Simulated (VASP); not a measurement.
# BN (P4_2/mnm) in VASP: notebook, part 2 of 2

VASP 6.6.1.

## 3. Single point, PBEsol

This run uses another cell than the first one, of 6.77 Å³/atom.

Contents of INCAR:

```
PREC = Accurate ; ENCUT = 520
EDIFF = 1E-6 ; ISMEAR = 0
SIGMA = 0.05 ; LREAL = False
LASPH = True ; NELM = 60
ALGO = Normal ; ISIF = 2
LWAVE = False ; LCHARG = True
GGA = PS ; LELF = True
LVHAR = True ; NBANDS = 26
```

Contents of KPOINTS:

```
Automatic mesh
0
Gamma
  6 6 10
```

Contents of POSCAR:

```
BN
1.0
    4.3652000000      0.0000000000      0.0000000000
    0.0000000000      4.3652000000      0.0000000000
    0.0000000000      0.0000000000      2.8426000000
B N
4 4
Direct
    0.1741337327      0.8258662673      0.5000000000
    0.3258662673      0.3258662673      0.0000000000
    0.6741337327      0.6741337327      0.0000000000
    0.8258662673      0.1741337327      0.5000000000
    0.8123909516      0.8123909516      0.5000000000
    0.3123909516      0.6876090484      0.0000000000
    0.6876090484      0.3123909516      0.0000000000
    0.1876090484      0.1876090484      0.5000000000
```

Potentials or basis: VASP PAW PBE potentials, release 64 (B, N).

Started as:

```sh
cat potpaw_PBE.64/B/POTCAR potpaw_PBE.64/N/POTCAR > POTCAR
mpirun -np 1 vasp_std > vasp.out
```

Wall time 53 s (1 thread of AMD EPYC 7R13 (Zen 3), shared host); peak memory 0.17 GiB.

It converged, with:

```yaml
Free_energy: -70.8424 eV
Pressure: -28.0 GPa
Largest_force: 0.627 eV/Å
Band_gap_on_the_k_mesh: 3.73 eV
```

Forces on the atoms (eV/Å):
```
B   -0.012  0.012  0.000
B    0.012  0.012  0.000
B   -0.012 -0.012  0.000
B    0.012 -0.012  0.000
N   -0.443 -0.443  0.000
N   -0.443  0.443  0.000
N    0.443 -0.443  0.000
N    0.443  0.443  0.000
```

Stress tensor (GPa, compression positive):
```
 -1.97   0.00   0.00
  0.00  -1.97   0.00
  0.00   0.00 -80.05
```

Levels at points of the mesh, in eV from the valence-band top:
| k point | band 13 | band 14 | band 15 | band 16 | band 17 | band 18 | band 19 | band 20 |
| --- | --- | --- | --- | --- | --- | --- | --- | --- |
| (0.00, 0.00, 0.00) | -1.03 | -0.75 | 0.00 | 0.00 | 3.73 | 5.51 | 6.86 | 6.86 |
| (0.50, 0.00, 0.00) | -1.89 | -1.89 | -1.47 | -1.47 | 5.07 | 5.07 | 7.00 | 7.00 |
| (0.50, 0.50, 0.00) | -3.15 | -3.15 | -1.80 | -1.80 | 5.53 | 5.53 | 6.20 | 6.20 |
| (0.00, 0.00, 0.50) | -3.72 | -3.72 | -3.34 | -3.34 | 6.05 | 6.05 | 10.22 | 10.22 |
| (0.50, 0.00, 0.50) | -3.68 | -3.68 | -1.57 | -1.57 | 6.65 | 6.65 | 8.52 | 8.52 |
| (0.50, 0.50, 0.50) | -2.98 | -2.98 | -2.15 | -2.15 | 6.02 | 6.02 | 6.91 | 6.91 |

Caveat: the cell stands under tension; the PAW data sets were made with another functional, which shifts forces and pressure a little. A k mesh can miss the band edges.

## 4. Single point, PBEsol

This run uses another cell than the first one, of 6.79 Å³/atom.

Contents of INCAR:

```
SYSTEM = BN
PREC     = Accurate       ! precision mode
ENCUT    = 520            ! plane-wave cutoff, eV
EDIFF    = 1E-7           ! SCF threshold, eV
ISMEAR   = 0              ! smearing method
SIGMA    = 0.05           ! smearing width, eV
LREAL    = .False.        ! projectors in reciprocal space
LASPH    = .True.         ! aspherical terms in the spheres
NELM     = 80             ! most SCF steps
ALGO     = Normal         ! electronic algorithm
ISIF     = 2              ! what is computed and relaxed
LWAVE    = .False.        ! write WAVECAR
LCHARG   = .False.        ! write CHGCAR
GGA      = PS             ! functional
NBANDS   = 26             ! bands
```

Contents of KPOINTS:

```
regular mesh
0
Gamma
  6 6 10
  0 0 0
```

Edit POSCAR of step 3 so:

```diff
@@ -2,5 +2,5 @@
 1.0
-    4.3652000000      0.0000000000      0.0000000000
-    0.0000000000      4.3652000000      0.0000000000
-    0.0000000000      0.0000000000      2.8426000000
+    4.4312000000      0.0000000000      0.0000000000
+    0.0000000000      4.4312000000      0.0000000000
+    0.0000000000      0.0000000000      2.7665000000
 B N
```

Started as:

```sh
cat potpaw_PBE.64/B/POTCAR potpaw_PBE.64/N/POTCAR > POTCAR
mpirun -np 1 vasp_std > vasp.out
```

Wall time 66 s (1 thread of AMD EPYC 7R13 (Zen 3), shared host); peak memory 0.18 GiB.

It converged, with:

```yaml
Free_energy: -71.4437 eV
Pressure: -30.2 GPa
Largest_force: 0.268 eV/Å
Band_gap_on_the_k_mesh: 4.57 eV (least direct gap 4.61 eV)
```

Forces in eV/Å, atoms in the order of the input:
```
B   -0.023  0.023  0.000
B    0.023  0.023  0.000
B   -0.023 -0.023  0.000
B    0.023 -0.023  0.000
N   -0.190 -0.190  0.000
N   -0.190  0.190  0.000
N    0.190 -0.190  0.000
N    0.190  0.190  0.000
```

Stress tensor (GPa, compression positive):
```
-12.26   0.00   0.00
  0.00 -12.26   0.00
  0.00   0.00 -66.23
```

Levels at points of the mesh, in eV from the valence-band top:
| k point | band 12 | band 13 | band 14 | band 15 | band 16 | band 17 | band 18 | band 19 | band 20 | band 21 |
| --- | --- | --- | --- | --- | --- | --- | --- | --- | --- | --- |
| (0.00, 0.00, 0.00) | -2.69 | -0.71 | -0.70 | 0.00 | 0.00 | 4.61 | 6.01 | 7.61 | 7.61 | 7.63 |
| (0.50, 0.00, 0.00) | -3.04 | -1.76 | -1.76 | -1.36 | -1.36 | 5.82 | 5.82 | 7.40 | 7.40 | 8.54 |
| (0.50, 0.50, 0.00) | -3.62 | -2.91 | -2.91 | -2.04 | -2.04 | 6.22 | 6.22 | 6.75 | 6.75 | 7.39 |
| (0.00, 0.00, 0.50) | -5.04 | -3.80 | -3.80 | -3.30 | -3.30 | 6.13 | 6.13 | 9.97 | 9.97 | 11.18 |
| (0.50, 0.00, 0.50) | -4.47 | -3.57 | -3.57 | -1.78 | -1.78 | 6.51 | 6.51 | 8.46 | 8.46 | 8.96 |
| (0.50, 0.50, 0.50) | -3.11 | -3.04 | -3.04 | -2.23 | -2.23 | 5.90 | 5.90 | 6.69 | 6.69 | 8.28 |

Caveat: the cell stands under tension; the PAW data sets were made with another functional, which shifts forces and pressure a little.

## 5. Summary

| cell | gap on the mesh (eV) | pressure (GPa) | largest force (eV/Å) |
| --- | --- | --- | --- |
| a = 4.530, b = 4.530, c = 2.614 Å, 8 atoms | 4.65 | -27.1 | 0.17 |
| a = 4.365, b = 4.365, c = 2.843 Å, 8 atoms | 3.73 | -28.0 | 0.63 |
| a = 4.431, b = 4.431, c = 2.767 Å, 8 atoms | 4.57 | -30.2 | 0.27 |

Alike in all rows: task single point; level PBEsol; potentials or basis VASP PAW PBE potentials, release 64 (B, N); no spin polarisation; k mesh 6 × 6 × 10; cutoff (eV) 520; smearing gaussian 0.05 eV.

Caveats: the cell stands under tension; the PAW data sets were made with another functional, which shifts forces and pressure a little.

Absolute energies hang on the potentials; compare differences alone.
